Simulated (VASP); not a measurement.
# CdSe (Fm-3m) in VASP: a series of runs

The runs below take CdSe through single point, with PBEsol, PBE+D4.

All numbers are computed with VASP 6.6.1; they aren't measurements. Logs are shortened: lines on timing, memory, paths and dates and some standing lists are left out, and cuts for length are marked.

## 1. The cell of the first run

Symmetry: Fm-3m, No. 225, cubic system. Conventional cell: a = 5.709 Å, b = 5.709 Å, c = 5.709 Å, α = 90.00°, β = 90.00°, γ = 90.00°. Cd (site symmetry m-3m) has 6 Se at 2.85 Å within 3.8 Å. Within 3.8 Å of Se (site symmetry m-3m) lie 6 Cd at 2.85 Å.

## 2. Single point, PBEsol, non-collinear spin, zero start, spin-orbit coupling

Contents of INCAR:

```
PREC = Accurate
ENCUT = 520
EDIFF = 1E-6
ISMEAR = -1
SIGMA = 0.05
LREAL = F
LASPH = T
NELM = 150
ALGO = Normal
ISIF = 2
LWAVE = F
LCHARG = F
MAGMOM = 0 0 0 0 0 0
LORBIT = 11
LSORBIT = T
GGA_COMPAT = F
LORBMOM = T
GGA = PS
NBANDS = 30
```

Contents of KPOINTS:

```
Automatic mesh
0
Gamma
  8 8 8
```

Contents of POSCAR:

```
CdSe
1.0
    0.0000000000      2.8546691101      2.8546691101
    2.8546691101      0.0000000000      2.8546691101
    2.8546691101      2.8546691101      0.0000000000
Cd Se
1 1
Direct
    0.0000000000      0.0000000000      0.0000000000
    0.5000000000      0.5000000000      0.5000000000
```

Potentials or basis: VASP PAW PBE potentials, release 64 (Cd, Se).

Command:

```sh
cat potpaw_PBE.64/Cd/POTCAR potpaw_PBE.64/Se/POTCAR > POTCAR
mpirun -np 1 vasp_ncl > vasp.out
```

OUTCAR:

```text
PREC = Accurate
   ENCUT = 520
   EDIFF = 1E-6
   ISMEAR = -1
   LREAL = F
   LASPH = T
   NELM = 150
   ISIF = 2
   LORBIT = 11
   LSORBIT = T
   GGA = PS

 ion  position               nearest neighbor table
   1  0.000  0.000  0.000-   2 2.85   2 2.85   2 2.85   2 2.85   2 2.85   2 2.85
   2  0.500  0.500  0.500-   1 2.85   1 2.85   1 2.85   1 2.85   1 2.85   1 2.85

  LATTYP: Found a face centered cubic cell.
 ALAT       =     5.7093382202

  Lattice vectors:

 A1 = (   0.0000000000,   2.8546691101,   2.8546691101)
 A2 = (   2.8546691101,   0.0000000000,   2.8546691101)
 A3 = (   2.8546691101,   2.8546691101,   0.0000000000)

Analysis of symmetry for initial positions (statically):
=====================================================================
 Subroutine PRICEL returns:
 Original cell was already a primitive cell.

 Routine SETGRP: Setting up the symmetry group for a
 face centered cubic supercell.

 Subroutine GETGRP returns: Found 48 space group operations
 (whereof 48 operations were pure point group operations)
 out of a pool of 48 trial point group operations.

The static configuration has the point symmetry O_h .

Analysis of symmetry for dynamics (positions and initial velocities):
=====================================================================
 Subroutine PRICEL returns:
 Original cell was already a primitive cell.

 Routine SETGRP: Setting up the symmetry group for a
 face centered cubic supercell.

 Subroutine GETGRP returns: Found 48 space group operations
 (whereof 48 operations were pure point group operations)
 out of a pool of 48 trial point group operations.

The dynamic configuration has the point symmetry O_h .

Analysis of structural, dynamic, and magnetic symmetry:
=====================================================================
 Subroutine PRICEL returns:
 Original cell was already a primitive cell.

 Routine SETGRP: Setting up the symmetry group for a
 face centered cubic supercell.

 Subroutine GETGRP returns: Found 48 space group operations
 (whereof 48 operations were pure point group operations)
 out of a pool of 48 trial point group operations.

The overall configuration has the point symmetry O_h .

 Subroutine INISYM returns: Found 48 space group operations
 (whereof 48 operations are pure point group operations),
 and found     1 'primitive' translations

----------------------------------------------------------------------------------------

                                     Primitive cell

  volume of cell :      46.5262

  direct lattice vectors                    reciprocal lattice vectors
     0.000000000  2.854669110  2.854669110    -0.175151648  0.175151648  0.175151648
     2.854669110  0.000000000  2.854669110     0.175151648 -0.175151648  0.175151648
     2.854669110  2.854669110  0.000000000     0.175151648  0.175151648 -0.175151648

  length of vectors
     4.037111772  4.037111772  4.037111772     0.303371554  0.303371554  0.303371554

  position of ions in fractional coordinates (direct lattice)
     0.000000000  0.000000000  0.000000000
     0.500000000  0.500000000  0.500000000

  ion indices of the primitive-cell ions
   primitive index   ion index
                 1           1
                 2           2

----------------------------------------------------------------------------------------

 KPOINTS: Automatic mesh

Automatic generation of k-mesh.
 Grid dimensions read from file:
 generate k-points for:    8    8    8

 Generating k-lattice:

  Cartesian coordinates                     Fractional coordinates (reciprocal lattice)
[... 94 lines left out ...]
   NGX = 15   NGY = 15   NGZ = 15

 number of electron      18.0000003 magnetization      -0.0000000      0.0000000      0.0000000

 number of electron      18.0000003 magnetization      -0.0000000     -0.0000000     -0.0000000

 number of electron      18.0000003 magnetization       0.0000000      0.0000000      0.0000000

 Free energy of the ion-electron system (eV)
  ---------------------------------------------------
  ext. energy  EPLUGINS =         0.00000000
  ---------------------------------------------------
  free energy    TOTEN  =        -6.02709347 eV

  energy without entropy =       -6.02412731  energy(sigma->0) =       -6.02561039

 E-fermi :   2.4256     XC(G=0): -10.2850

 val. band max:        2.3848002296   @ k =   0.5000   0.0000   0.0000
 cond. band min:       2.5905712925   @ k =   0.3750   0.3750   0.0000
 fundamental gap:      0.2057710628
 Fermi energy:         2.4256492458

 k-point     1 :       0.0000    0.0000    0.0000
  band No.  band energies     occupation
      1     -10.7255      1.00000
      2     -10.7255      1.00000
      3      -6.0076      1.00000
      4      -6.0076      1.00000
      5      -6.0076      1.00000
      6      -6.0076      1.00000
[... 781 lines left out ...]
     29      13.4730      0.00000
     30      13.4730      0.00000

 [... further k-points ...]

------------------------ aborting loop because EDIFF is reached ----------------------------------------

  FORCE on cell =-STRESS in cart. coord.  units (eV):
  Direction    XX          YY          ZZ          XY          YZ          ZX
  --------------------------------------------------------------------------------------
  -------------------------------------------------------------------------------------
  Total       -0.6818301     -0.6818301     -0.6818301      0.0000000     -0.0000000      0.0000000
  in kB      -23.4795318    -23.4795318    -23.4795318      0.0000000     -0.0000000      0.0000000
  external PRESSURE =     -23.4795318 kB  Pullay stress =       0.0000000 kB

 VOLUME and BASIS-vectors are now :
 -----------------------------------------------------------------------------
  energy-cutoff  :      520.00
  volume of cell :       46.53
      direct lattice vectors                 reciprocal lattice vectors
     0.000000000  2.854669110  2.854669110    -0.175151648  0.175151648  0.175151648
     2.854669110  0.000000000  2.854669110     0.175151648 -0.175151648  0.175151648
     2.854669110  2.854669110  0.000000000     0.175151648  0.175151648 -0.175151648

 POSITION                                       TOTAL-FORCE (eV/Angst)
 -----------------------------------------------------------------------------------
      0.00000      0.00000      0.00000        -0.000000     -0.000000      0.000000
      2.85467      2.85467      2.85467         0.000000      0.000000     -0.000000
 -----------------------------------------------------------------------------------
    total drift:                               -0.000000      0.000000      0.000000

  FREE ENERGIE OF THE ION-ELECTRON SYSTEM (eV)
  ---------------------------------------------------
  free  energy   TOTEN  =        -6.0270934685 eV

  energy  without entropy=       -6.0241273141  energy(sigma->0) =       -6.02561039

 orbital moment (x)

 # of ion     p       d       tot
 ----------------------------------------
  1         0.000  -0.000  -0.000
  2         0.000  -0.000  -0.000
 ----------------------------------------
            0.000  -0.000  -0.000

 orbital moment (y)

 # of ion     p       d       tot
 ----------------------------------------
  1         0.000  -0.000  -0.000
  2         0.000  -0.000  -0.000
 ----------------------------------------
            0.000  -0.000  -0.000

 orbital moment (z)

 # of ion     p       d       tot
 ----------------------------------------
  1         0.000   0.000   0.000
  2         0.000   0.000   0.000
 ----------------------------------------
            0.000   0.000   0.000

 Spin-Orbit-Coupling matrix elements

 Ion:    1  E_soc:     -0.0541852
 l=   1
     0.0000000    -0.0021739    -0.0021739
    -0.0021739     0.0000000    -0.0021739
    -0.0021739    -0.0021739     0.0000000
 l=   2
     0.0000000    -0.0013918     0.0000000    -0.0013918    -0.0054651
    -0.0013918     0.0000000    -0.0040988    -0.0013918    -0.0013663
     0.0000000    -0.0040988     0.0000000    -0.0040988     0.0000000
    -0.0013918    -0.0013918    -0.0040988     0.0000000    -0.0013663
    -0.0054651    -0.0013663     0.0000000    -0.0013663     0.0000000
 l=   3
     0.0000000     0.0000000     0.0000000     0.0000000     0.0000000     0.0000000     0.0000000
     0.0000000     0.0000000     0.0000000     0.0000000     0.0000000     0.0000000     0.0000000
     0.0000000     0.0000000     0.0000000     0.0000000     0.0000000     0.0000000     0.0000000
     0.0000000     0.0000000     0.0000000     0.0000000     0.0000000     0.0000000     0.0000000
     0.0000000     0.0000000     0.0000000     0.0000000     0.0000000     0.0000000     0.0000000
     0.0000000     0.0000000     0.0000000     0.0000000     0.0000000     0.0000000     0.0000000
     0.0000000     0.0000000     0.0000000     0.0000000     0.0000000     0.0000000     0.0000000

 Ion:    2  E_soc:     -0.0426606
 l=   1
     0.0000000    -0.0071047    -0.0071047
    -0.0071047     0.0000000    -0.0071047
    -0.0071047    -0.0071047     0.0000000
 l=   2
     0.0000000    -0.0000004     0.0000000    -0.0000004    -0.0000050
    -0.0000004     0.0000000    -0.0000037    -0.0000004    -0.0000012
     0.0000000    -0.0000037     0.0000000    -0.0000037     0.0000000
    -0.0000004    -0.0000004    -0.0000037     0.0000000    -0.0000012
    -0.0000050    -0.0000012     0.0000000    -0.0000012     0.0000000
 l=   3
     0.0000000     0.0000000     0.0000000     0.0000000     0.0000000     0.0000000     0.0000000
     0.0000000     0.0000000     0.0000000     0.0000000     0.0000000     0.0000000     0.0000000
     0.0000000     0.0000000     0.0000000     0.0000000     0.0000000     0.0000000     0.0000000
     0.0000000     0.0000000     0.0000000     0.0000000     0.0000000     0.0000000     0.0000000
     0.0000000     0.0000000     0.0000000     0.0000000     0.0000000     0.0000000     0.0000000
     0.0000000     0.0000000     0.0000000     0.0000000     0.0000000     0.0000000     0.0000000
     0.0000000     0.0000000     0.0000000     0.0000000     0.0000000     0.0000000     0.0000000

 total charge

# of ion       s       p       d       tot
------------------------------------------
    1        0.406   0.242   9.563  10.212
    2        1.464   2.330   0.019   3.814
--------------------------------------------------
tot          1.870   2.572   9.583  14.026

 magnetization (x)

# of ion       s       p       d       tot
------------------------------------------
    1        0.000   0.000   0.000   0.000
    2       -0.000   0.000   0.000  -0.000
--------------------------------------------------
tot         -0.000   0.000   0.000   0.000

 magnetization (y)

# of ion       s       p       d       tot
------------------------------------------
    1       -0.000   0.000   0.000   0.000
    2       -0.000   0.000   0.000  -0.000
--------------------------------------------------
tot         -0.000   0.000   0.000  -0.000

 magnetization (z)

# of ion       s       p       d       tot
------------------------------------------
    1        0.000   0.000   0.000   0.000
    2       -0.000   0.000   0.000  -0.000
--------------------------------------------------
tot         -0.000   0.000   0.000  -0.000
```

Run time: 2 min. Hardware: 1 thread of Intel Xeon 8259CL, shared host; peak memory 0.3 GiB.

Results:

| Quantity | Value |
| --- | --- |
| Free energy | -6.0271 eV |
| Pressure | -2.3 GPa |
| Net moment | 0.00 μB per cell |
| Valence electrons inside the program's atomic spheres | Cd 10.21; Se 3.81 |

Moments on the atoms (μB; x, y, z):
```
Cd  0.00 0.00 0.00
Se  0.00 0.00 0.00
```

Caveat: the PAW data sets were made with another functional, which shifts forces and pressure a little.

## 3. Single point, PBE+D4, non-collinear spin, zero start, spin-orbit coupling

This run uses another cell than the first one, of 23.74 Å³/atom.

Contents of INCAR:

```
ALGO = Normal
EDIFF = 1E-6
ENCUT = 520
GGA = PE
GGA_COMPAT = F
ISIF = 2
ISMEAR = 1
IVDW = 13
LASPH = T
LCHARG = F
LORBIT = 11
LORBMOM = T
LREAL = F
LSORBIT = T
LWAVE = F
MAGMOM = 0 0 0 0 0 0
NBANDS = 30
NELM = 150
PREC = Accurate
SIGMA = 0.1
```

Contents of KPOINTS:

```
k-points
0
Gamma
  8 8 8
```

Contents of POSCAR:

```
CdSe
1.0
    0.0000000000      2.8739580000      2.8739580000
    2.8739580000      0.0000000000      2.8739580000
    2.8739580000      2.8739580000      0.0000000000
Cd Se
1 1
Direct
    0.0000000000      0.0000000000      0.0000000000
    0.5000000000      0.5000000000      0.5000000000
```

Potentials or basis: VASP PAW PBE potentials, release 64 (Cd, Se).

Command:

```sh
cat potpaw_PBE.64/Cd/POTCAR potpaw_PBE.64/Se/POTCAR > POTCAR
mpirun -np 1 vasp_ncl > vasp.out
```

Wall time 2.1 min (1 thread of Intel Xeon 8259CL, shared host); peak memory 0.31 GiB.

The run converged. Its results:

- Free energy: -6.0323 eV
- Pressure: -2.5 GPa
- Net moment: 0.00 μB per cell
- Valence electrons inside the program's atomic spheres: Cd 10.20; Se 3.82
- Dispersion energy per atom: -0.390 eV

Moments on the atoms (μB; x, y, z):
```
Cd  0.00 0.00 0.00
Se  0.00 0.00 0.00
```

## 4. Single point, PBEsol, non-collinear spin, zero start, spin-orbit coupling

This run uses another cell than the first one, of 23.74 Å³/atom.

Contents of INCAR:

```
PREC = Accurate
ENCUT = 520
EDIFF = 1E-6
ISMEAR = -1
SIGMA = 0.05
LREAL = False
LASPH = True
NELM = 150
ALGO = Normal
ISIF = 2
LWAVE = False
LCHARG = True
LNONCOLLINEAR = True
MAGMOM = 0 0 0 0 0 0
LORBIT = 11
LSORBIT = True
GGA_COMPAT = False
LORBMOM = True
GGA = PS
LVHAR = True
NBANDS = 30
```

Contents of KPOINTS:

```
regular mesh
0
Gamma
  8 8 8
```

POSCAR is that of step 3.

Command:

```sh
cat potpaw_PBE.64/Cd/POTCAR potpaw_PBE.64/Se/POTCAR > POTCAR
mpirun -np 1 vasp_ncl > vasp.out
```

Run time: 2.4 min. Hardware: 1 thread of Intel Xeon 8259CL, shared host; peak memory 0.31 GiB.

It converged, with:

- Free energy: -6.0098 eV
- Pressure: -3.5 GPa
- Net moment: 0.00 μB per cell
- Valence electrons inside the program's atomic spheres: Cd 10.20; Se 3.80

Moments on the atoms (μB; x, y, z):
```
Cd  0.00 0.00 0.00
Se  0.00 0.00 0.00
```

Caveat: the cell stands under tension; the PAW data sets were made with another functional, which shifts forces and pressure a little.

## 5. The runs side by side

```csv
level,cell,smearing,pressure (GPa),moment (μB)
PBEsol,"a = 4.037 Å, angles 60.0°, 2 atoms",fermi-dirac 0.05 eV,-2.3,0.00
PBE+D4,"a = 4.064 Å, angles 60.0°, 2 atoms",methfessel-paxton 0.1 eV,-2.5,0.00
PBEsol,"a = 4.064 Å, angles 60.0°, 2 atoms",fermi-dirac 0.05 eV,-3.5,0.00
```

Alike in all rows: task single point; potentials or basis VASP PAW PBE potentials, release 64 (Cd, Se); spin non-collinear, zero start, SOC; k mesh 8 × 8 × 8; cutoff (eV) 520.

Caveats: the PAW data sets were made with another functional, which shifts forces and pressure a little (at least some runs); the cell stands under tension (at least some runs).

Total energies depend on the potentials used, so only differences within one code and one set of settings carry meaning.
